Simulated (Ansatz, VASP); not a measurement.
# Zr in VASP and in Ansatz

```
Zr
1.0
    -1.81000    1.81000    1.81000
     1.81000   -1.81000    1.81000
     1.81000    1.81000   -1.81000
Zr
1
Direct
  0.00000 0.00000 0.00000
```

Alike in both runs: task electric field gradients; functional PBEsol; k mesh 16 × 16 × 16; occupations fermi-dirac, width 0.03 eV; no spin polarisation.

|  | VASP | Ansatz |
| --- | --- | --- |
| version | VASP 6.6.1 | Ansatz 0.2.0 |
| potentials or method | VASP PAW PBE potentials, release 64 (Zr_sv) | PAW with Ansatz's default frozen-core files, scalar-relativistic |
| plane-wave cutoff (eV) | 520 | 420 |
| valence electrons in the cell | 12 | 12 |

```csv
,VASP,Ansatz,Ansatz less VASP
pressure (GPa),-6.7,-6.8,-0.06
```

VASP's potentials were made for PBE, not for PBEsol. With one functional, cell and mesh, what is left measures potentials, basis and numerics.
